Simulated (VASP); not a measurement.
# CdS (Fm-3m) in VASP: notebook

The runs below take CdS through single point, relaxation of cell and atoms, with PBEsol.

All numbers are computed with VASP 6.6.1; they aren't measurements. Logs are shortened: lines on timing, memory, paths and dates and some standing lists are left out, and cuts for length are marked.

### 1 The cell of the first run

The structure is cubic, space group Fm-3m (No. 225). Conventional cell: a = 5.398 Å, b = 5.398 Å, c = 5.398 Å, α = 90.00°, β = 90.00°, γ = 90.00°. Cd (site symmetry m-3m) has 6 S at 2.70 Å within 3.6 Å. Within 3.6 Å of S (site symmetry m-3m) lie 6 Cd at 2.70 Å.

### 2 Single point, PBEsol

INCAR reads:

```
ALGO = Normal ; EDIFF = 1E-6
ENCUT = 520 ; GGA = PS
ISIF = 2 ; ISMEAR = -1
LASPH = True ; LCHARG = True
LELF = True ; LREAL = False
LVHAR = True ; LWAVE = False
NBANDS = 16 ; NELM = 60
PREC = Accurate ; SIGMA = 0.1
```

KPOINTS reads:

```
k-points
0
Gamma
  16 16 16
```

POSCAR reads:

```
CdS
1.0
    0.0000000000      2.6987645878      2.6987645878
    2.6987645878      0.0000000000      2.6987645878
    2.6987645878      2.6987645878      0.0000000000
Cd S
1 1
Direct
    0.0000000000      0.0000000000      0.0000000000
    0.5000000000      0.5000000000      0.5000000000
```

Potentials or basis: VASP PAW PBE potentials, release 64 (Cd, S).

Command:

```bash
cat potpaw_PBE.64/Cd/POTCAR potpaw_PBE.64/S/POTCAR > POTCAR
mpirun -np 1 vasp_std > vasp.out
```

OUTCAR:

```text
EDIFF = 1E-6
   ENCUT = 520
   GGA = PS
   ISIF = 2
   ISMEAR = -1
   LASPH = True
   LREAL = False
   NELM = 60
   PREC = Accurate

 ion  position               nearest neighbor table
   1  0.000  0.000  0.000-   2 2.70   2 2.70   2 2.70   2 2.70   2 2.70   2 2.70
   2  0.500  0.500  0.500-   1 2.70   1 2.70   1 2.70   1 2.70   1 2.70   1 2.70

  LATTYP: Found a face centered cubic cell.
 ALAT       =     5.3975291756

  Lattice vectors:

 A1 = (   0.0000000000,   2.6987645878,   2.6987645878)
 A2 = (   2.6987645878,   0.0000000000,   2.6987645878)
 A3 = (   2.6987645878,   2.6987645878,   0.0000000000)

Analysis of symmetry for initial positions (statically):
=====================================================================
 Subroutine PRICEL returns:
 Original cell was already a primitive cell.

 Routine SETGRP: Setting up the symmetry group for a
 face centered cubic supercell.

 Subroutine GETGRP returns: Found 48 space group operations
 (whereof 48 operations were pure point group operations)
 out of a pool of 48 trial point group operations.

The static configuration has the point symmetry O_h .

Analysis of symmetry for dynamics (positions and initial velocities):
=====================================================================
 Subroutine PRICEL returns:
 Original cell was already a primitive cell.

 Routine SETGRP: Setting up the symmetry group for a
 face centered cubic supercell.

 Subroutine GETGRP returns: Found 48 space group operations
 (whereof 48 operations were pure point group operations)
 out of a pool of 48 trial point group operations.

The dynamic configuration has the point symmetry O_h .

 Subroutine INISYM returns: Found 48 space group operations
 (whereof 48 operations are pure point group operations),
 and found     1 'primitive' translations

----------------------------------------------------------------------------------------

                                     Primitive cell

  volume of cell :      39.3120

  direct lattice vectors                    reciprocal lattice vectors
     0.000000000  2.698764588  2.698764588    -0.185269957  0.185269957  0.185269957
     2.698764588  0.000000000  2.698764588     0.185269957 -0.185269957  0.185269957
     2.698764588  2.698764588  0.000000000     0.185269957  0.185269957 -0.185269957

  length of vectors
     3.816629482  3.816629482  3.816629482     0.320896979  0.320896979  0.320896979

  position of ions in fractional coordinates (direct lattice)
     0.000000000  0.000000000  0.000000000
     0.500000000  0.500000000  0.500000000

  ion indices of the primitive-cell ions
   primitive index   ion index
                 1           1
                 2           2

----------------------------------------------------------------------------------------

 KPOINTS: k-points

Automatic generation of k-mesh.
 Grid dimensions read from file:
 generate k-points for:   16   16   16

 Generating k-lattice:

  Cartesian coordinates                     Fractional coordinates (reciprocal lattice)
    -0.011579372  0.011579372  0.011579372     0.062500000  0.000000000  0.000000000
     0.011579372 -0.011579372  0.011579372     0.000000000  0.062500000  0.000000000
     0.011579372  0.011579372 -0.011579372     0.000000000  0.000000000  0.062500000

  Length of vectors
     0.020056061  0.020056061  0.020056061

  Shift w.r.t. Gamma in fractional coordinates (k-lattice)
     0.000000000  0.000000000  0.000000000

 Subroutine IBZKPT returns following result:
 ===========================================

 Found    145 irreducible k-points:

 Following reciprocal coordinates:
            Coordinates               Weight
  0.000000  0.000000  0.000000      1.000000
  0.062500  0.000000  0.000000      8.000000
  0.125000  0.000000  0.000000      8.000000
  0.187500  0.000000  0.000000      8.000000
  0.250000  0.000000  0.000000      8.000000
  0.312500  0.000000  0.000000      8.000000
[... 16 lines left out ...]
 -0.125000  0.062500  0.000000     24.000000
 -0.062500  0.062500  0.000000     12.000000
 [... further k-points ...]
   k-points           NKPTS =    145   k-points in BZ     NKDIM =    145   number of bands    NBANDS=     16
   number of dos      NEDOS =    301   number of ions     NIONS =      2
   total plane-waves  NPLWV =  21952
   dimension x,y,z NGX =    28 NGY =   28 NGZ =   28
   dimension x,y,z NGXF=    56 NGYF=   56 NGZF=   56
   ions per type =               1   1
   NGX,Y,Z   is equivalent  to a cutoff of  12.20, 12.20, 12.20 a.u.
   NGXF,Y,Z  is equivalent  to a cutoff of  24.39, 24.39, 24.39 a.u.
 SYSTEM =  unknown system
   PREC   = accura    normal or accurate (medium, high low for compatibility)
   ISTART =      0    job   : 0-new  1-cont  2-samecut
   ICHARG =      2    charge: 1-file 2-atom 10-const
   ISPIN  =      1    spin polarized calculation?
   LNONCOLLINEAR =      F non collinear calculations
   LSORBIT =      F    spin-orbit coupling
   LASPH  =      T    aspherical Exc in radial PAW
   ENCUT  =  520.0 eV  38.22 Ry    6.18 a.u.   7.10  7.10  7.10*2*pi/ulx,y,z
   NELM   =     60;   NELMIN=  2; NELMDL= -5     # of ELM steps
   EDIFF  = 0.1E-05   stopping-criterion for ELM
   LREAL  =      F    real-space projection
   EDIFFG = 0.1E-04   stopping-criterion for IOM
   NSW    =      0    number of steps for IOM
   IBRION =     -1    ionic relax: 0-MD 1-quasi-New 2-CG
   NFREE  =      0    steps in history (QN), initial steepest desc. (CG)
   ISIF   =      2    stress and relaxation
   ISYM   =      2    0-nonsym 1-usesym 2-fastsym
   POTIM  = 0.5000    time-step for ionic-motion
   TEBEG  =    0.0;   TEEND  =   0.0 temperature during run
   PSTRESS=    0.0 pullay stress
   NELECT =      18.0000    total number of electrons
   NUPDOWN=      -1.0000    fix difference up-down
   EMIN   =  10.00;   EMAX   =-10.00  energy-range for DOS
   EFERMI =   0.00;   METHOD = LEGACY
   ISMEAR =    -1;   SIGMA  =   0.10  broadening in eV -4-tet -1-fermi 0-gaus
   EFERMI_NEDOS =   21; number of points for ismear=-14 and -15
   IALGO  =     38    algorithm
   IMIX   =      4    mixing-type and parameters
     AMIX     =   0.40;   BMIX     =  1.00
     AMIX_MAG =   1.60;   BMIX_MAG =  1.00
  volume/ion in A,a.u.               =      19.66       132.65
  Fermi-wavevector in a.u.,A,eV,Ry     =   1.261800  2.384457 21.662384  1.592140
  Thomas-Fermi vector in A             =   2.395241
   LORBIT       =      0    0 simple, 1 ext, 2 COOP (PROOUT), +10 PAW based schemes
   GGA     = PS    functional components
   LHFCALC =     F    Hartree Fock is set to
   AEXX    =    0.0000 exact exchange contribution
   IVDW    =     0    specifies the selected vdW correction
   LEPSILON=     F    determine dielectric tensor
   LRPA    =     F    only Hartree local field effects (RPA)
 non-spin polarized calculation
  energy-cutoff  :      520.00
  volume of cell :       39.31
 maximum number of plane-waves:      1072
   NGX = 15   NGY = 15   NGZ = 15

 number of electron      18.0000008 magnetization

 Free energy of the ion-electron system (eV)
  ---------------------------------------------------
  ext. energy  EPLUGINS =         0.00000000
  ---------------------------------------------------
  free energy    TOTEN  =        -6.64867919 eV

  energy without entropy =       -6.64435210  energy(sigma->0) =       -6.64651564

 E-fermi :   3.5116     XC(G=0): -10.8052

 val. band max:        3.3444571491   @ k =   0.5000   0.5000   0.0000
 cond. band min:       3.5454022487   @ k =   0.4375   0.4375   0.0000
 fundamental gap:      0.2009450996
 Fermi energy:         3.5115830897

 k-point     1 :       0.0000    0.0000    0.0000
  band No.  band energies     occupation
      1      -9.9025      2.00000
      2      -4.4728      2.00000
      3      -4.4728      2.00000
      4      -4.4697      2.00000
      5      -4.4697      2.00000
      6      -4.4697      2.00000
[... 8 lines left out ...]
     15      14.7947      0.00000
     16      14.7947      0.00000

 k-point     2 :       0.0625    0.0000    0.0000
  band No.  band energies     occupation
      1      -9.8653      2.00000
      2      -4.4869      2.00000
      3      -4.4869      2.00000
      4      -4.4742      2.00000
      5      -4.4613      2.00000
      6      -4.4613      2.00000
[... 8 lines left out ...]
     15      14.0651      0.00000
     16      14.4956      0.00000

 k-point     3 :       0.1250    0.0000    0.0000
  band No.  band energies     occupation
      1      -9.7562      2.00000
      2      -4.5275      2.00000
      3      -4.5275      2.00000
      4      -4.4889      2.00000
      5      -4.4362      2.00000
      6      -4.4362      2.00000
[... 8 lines left out ...]
     15      13.5234      0.00000
     16      14.3443      0.00000

 k-point     4 :       0.1875    0.0000    0.0000
  band No.  band energies     occupation
      1      -9.5830      2.00000
      2      -4.5872      2.00000
      3      -4.5872      2.00000
      4      -4.5164      2.00000
      5      -4.3983      2.00000
      6      -4.3983      2.00000
[... 8 lines left out ...]
     15      13.6233      0.00000
     16      14.1557      0.00000

 k-point     5 :       0.2500    0.0000    0.0000
  band No.  band energies     occupation
      1      -9.3606      2.00000
      2      -4.6556      2.00000
      3      -4.6556      2.00000
      4      -4.5614      2.00000
      5      -4.3530      2.00000
      6      -4.3530      2.00000
[... 8 lines left out ...]
     15      14.0546      0.00000
     16      14.0901      0.00000

 k-point     6 :       0.3125    0.0000    0.0000
  band No.  band energies     occupation
      1      -9.1129      2.00000
      2      -4.7222      2.00000
      3      -4.7222      2.00000
      4      -4.6272      2.00000
      5      -4.3072      2.00000
      6      -4.3072      2.00000
[... 8 lines left out ...]
     15      14.6521      0.00000
     16      14.6521      0.00000
[... 267 lines left out ...]
 k-point    21 :      -0.2500    0.0625    0.0000
  band No.  band energies     occupation
      1      -9.2598      2.00000
      2      -4.7032      2.00000
      3      -4.6661      2.00000
      4      -4.5649      2.00000
      5      -4.3536      2.00000
      6      -4.3129      2.00000
[... 8 lines left out ...]
     15      14.4404      0.00000
     16      15.0133      0.00000

 k-point    22 :      -0.1875    0.0625    0.0000
  band No.  band energies     occupation
      1      -9.4879      2.00000
      2      -4.6376      2.00000
      3      -4.5977      2.00000
      4      -4.5234      2.00000
      5      -4.3977      2.00000
      6      -4.3588      2.00000
[... 8 lines left out ...]
     15      14.4851      0.00000
     16      14.5887      0.00000

 k-point    23 :      -0.1250    0.0625    0.0000
  band No.  band energies     occupation
      1      -9.6754      2.00000
      2      -4.5729      2.00000
      3      -4.5387      2.00000
      4      -4.4969      2.00000
      5      -4.4337      2.00000
      6      -4.4028      2.00000
[... 8 lines left out ...]
     15      14.1857      0.00000
     16      14.8029      0.00000

 k-point    24 :      -0.0625    0.0625    0.0000
  band No.  band energies     occupation
      1      -9.8046      2.00000
      2      -4.5197      2.00000
      3      -4.4992      2.00000
      4      -4.4814      2.00000
      5      -4.4558      2.00000
      6      -4.4389      2.00000
[... 8 lines left out ...]
     15      14.1476      0.00000
     16      14.8009      0.00000

 [... further k-points ...]
[... 5 lines left out ...]
  --------------------------------------------------------------------------------------
  -------------------------------------------------------------------------------------
  Total        0.1330188      0.1330188      0.1330188     -0.0000000      0.0000000      0.0000000
  in kB        5.4212415      5.4212415      5.4212415     -0.0000000      0.0000000      0.0000000
  external PRESSURE =       5.4212415 kB  Pullay stress =       0.0000000 kB

 VOLUME and BASIS-vectors are now :
 -----------------------------------------------------------------------------
  energy-cutoff  :      520.00
  volume of cell :       39.31
      direct lattice vectors                 reciprocal lattice vectors
     0.000000000  2.698764588  2.698764588    -0.185269957  0.185269957  0.185269957
     2.698764588  0.000000000  2.698764588     0.185269957 -0.185269957  0.185269957
     2.698764588  2.698764588  0.000000000     0.185269957  0.185269957 -0.185269957

 POSITION                                       TOTAL-FORCE (eV/Angst)
 -----------------------------------------------------------------------------------
      0.00000      0.00000      0.00000        -0.000000      0.000000     -0.000000
      2.69876      2.69876      2.69876         0.000000      0.000000      0.000000
 -----------------------------------------------------------------------------------
    total drift:                                0.000000      0.000000      0.000000

  FREE ENERGIE OF THE ION-ELECTRON SYSTEM (eV)
  ---------------------------------------------------
  free  energy   TOTEN  =        -6.6486791924 eV

  energy  without entropy=       -6.6443520961  energy(sigma->0) =       -6.64651564
```

It took 70 s on 1 thread of Intel Xeon Platinum 8259CL at 2.50GHz (Skylake/Cascade Lake), shared host; peak memory 0.22 GiB.

What came out:

* Free energy: -6.6487 eV
* Pressure: 0.5 GPa

Levels at points of the mesh, in eV from the Fermi level:
```
           k point  band 5  band 6  band 7  band 8  band 9  band 10  band 11  band 12  band 13  band 14
(0.00, 0.00, 0.00)   -7.98   -7.98   -1.14   -1.14   -1.14     0.68     8.87     8.87     8.87    10.77
(0.50, 0.00, 0.00)   -7.74   -7.74   -5.39   -0.29   -0.29     3.03     5.47     5.47     6.81    11.96
(0.50, 0.50, 0.00)   -7.67   -6.90   -4.89   -2.64   -2.64    -0.17     5.55     9.71    11.16    11.16
```

Caveat: the PAW data sets were made with another functional, which shifts forces and pressure a little.

### 3 Relaxation of cell and atoms, PBEsol, target pressure 1 GPa, at which the enthalpy is minimised

INCAR reads:

```
SYSTEM = CdS
PREC = Accurate
ENCUT = 600
EDIFF = 1E-6
ISMEAR = -1
SIGMA = 0.1
LREAL = .False.
LASPH = .True.
NELM = 80
ALGO = Normal
ISIF = 3
LWAVE = .False.
LCHARG = .False.
GGA = PS
IBRION = 2
NSW = 100
EDIFFG = -0.002
PSTRESS = 10.0
```

KPOINTS reads:

```
regular mesh
0
Gamma
  16 16 16
  0 0 0
```

POSCAR is that of step 2.

Potentials or basis: VASP PAW PBE potentials, release 64 (Cd, S).

Command:

```bash
cat potpaw_PBE.64/Cd/POTCAR potpaw_PBE.64/S/POTCAR > POTCAR
mpirun -np 1 vasp_std > vasp.out
```

Wall time 2.3 min (1 thread of Intel Xeon Platinum 8259CL at 2.50GHz (Skylake/Cascade Lake), shared host); peak memory 0.24 GiB.

The run converged. Its results:

* Free energy: -6.6478 eV
* Relaxed volume: 19.54 Å³/atom
* Relaxed cell: a = 3.809 Å, b = 3.809 Å, c = 3.809 Å, α = 60.00°, β = 60.00°, γ = 60.00°
* Space group after relaxing (to 0.05 Å): Fm-3m (No. 225)
* Energy change on relaxing (the enthalpy is what falls): +0.5 meV/atom
* Ionic steps: 3
* Pressure after relaxing: 1.0 GPa

The path:
| step | energy change (eV) | largest force (eV/Å) | pressure (GPa) | volume (Å³) |
| --- | --- | --- | --- | --- |
| 1 | 0.0000 | 0.0000 | 0.50 | 39.31 |
| 2 | 0.0019 | 0.0000 | 1.28 | 38.97 |
| 3 | 0.0011 | 0.0000 | 1.01 | 39.09 |

Final structure:
```xyz
2
Lattice="0.0000 2.6936 2.6936 2.6936 0.0000 2.6936 2.6936 2.6936 0.0000" Properties=species:S:1:pos:R:3 pbc="T T T"
Cd    0.0000    0.0000    0.0000
S     2.6936    2.6936    2.6936
```

Levels at points of the mesh, in eV from the Fermi level:
```csv
k point,band 6,band 7,band 8,band 9,band 10,band 11,band 12,band 13
"(0.00, 0.00, 0.00)",-8.00,-1.15,-1.15,-1.15,0.71,8.87,8.87,8.87
"(0.50, 0.00, 0.00)",-7.75,-5.42,-0.29,-0.29,3.02,5.47,5.47,6.86
"(0.50, 0.50, 0.00)",-6.90,-4.93,-2.66,-2.66,-0.17,5.54,9.75,11.21
```

Caveat: the cell is relaxed towards a set pressure, so the enthalpy falls and the energy may rise; the PAW data sets were made with another functional, which shifts forces and pressure a little.

### 4 Relaxation of cell and atoms, PBEsol, target pressure 2 GPa, at which the enthalpy is minimised

INCAR reads:

```
ALGO = Normal ; EDIFF = 1E-6
EDIFFG = -0.002 ; ENCUT = 600
GGA = PS ; IBRION = 2
ISIF = 3 ; ISMEAR = -1
LASPH = True ; LCHARG = False
LREAL = False ; LWAVE = False
NELM = 80 ; NSW = 100
PREC = Accurate ; PSTRESS = 20.0
SIGMA = 0.1
```

KPOINTS reads:

```
k-points
0
Gamma
  16 16 16
```

POSCAR is that of step 3.

Command:

```bash
cat potpaw_PBE.64/Cd/POTCAR potpaw_PBE.64/S/POTCAR > POTCAR
mpirun -np 1 vasp_std > vasp.out
```

It took 2.5 min on 1 thread of Intel Xeon Platinum 8259CL at 2.50GHz (Skylake/Cascade Lake), shared host; peak memory 0.25 GiB.

Results (log left out):

```
Free energy                                            : -6.6439 eV
Relaxed volume                                         : 19.33 Å³/atom
Relaxed cell                                           : a = 3.795 Å, b = 3.795 Å, c = 3.795 Å, α = 60.00°, β = 60.00°, γ = 60.00°
Space group after relaxing (to 0.05 Å)                 : Fm-3m (No. 225)
Energy change on relaxing (the enthalpy is what falls) : +2.5 meV/atom
Ionic steps                                            : 3
Pressure after relaxing                                : 2.0 GPa
```

The path:
```tsv
step	energy change (eV)	largest force (eV/Å)	pressure (GPa)	volume (Å³)
1	0.0000	0.0000	0.50	39.31
2	0.0109	0.0000	2.95	38.28
3	0.0050	0.0000	2.01	38.66
```

Final structure:
```
Cd S
1.0
     0.00000    2.68374    2.68374
     2.68374    0.00000    2.68374
     2.68374    2.68374    0.00000
Cd S
1 1
Direct
  0.00000 0.00000 0.00000
  0.50000 0.50000 0.50000
```

Levels at points of the mesh, in eV from the Fermi level:
```
           k point  band 6  band 7  band 8  band 9  band 10  band 11  band 12  band 13
(0.00, 0.00, 0.00)   -8.02   -1.17   -1.17   -1.17     0.76     8.87     8.87     8.87
(0.50, 0.00, 0.00)   -7.77   -5.47   -0.29   -0.29     3.01     5.46     5.46     6.96
(0.50, 0.50, 0.00)   -6.89   -5.01   -2.71   -2.71    -0.17     5.53     9.82    11.30
```

Caveat: the cell is relaxed towards a set pressure, so the enthalpy falls and the energy may rise; the PAW data sets were made with another functional, which shifts forces and pressure a little.

### 5 Summary

| task | cell | cutoff (eV) | pressure (GPa) |
| --- | --- | --- | --- |
| single point | a = 3.817 Å, angles 60.0°, 2 atoms | 520 | 0.5 |
| relaxation of cell and atoms | relaxed to 1 GPa from a = 3.817 Å, angles 60.0°, 2 atoms | 600 | 1.0 |
| relaxation of cell and atoms | relaxed to 2 GPa from a = 3.817 Å, angles 60.0°, 2 atoms | 600 | 2.0 |

Alike in all rows: level PBEsol; potentials or basis VASP PAW PBE potentials, release 64 (Cd, S); no spin polarisation; k mesh 16 × 16 × 16; smearing fermi-dirac 0.1 eV.

Caveats: the PAW data sets were made with another functional, which shifts forces and pressure a little; the cell is relaxed towards a set pressure, so the enthalpy falls and the energy may rise (some runs).

Total energies depend on the potentials used, so only differences within one code and one set of settings carry meaning.
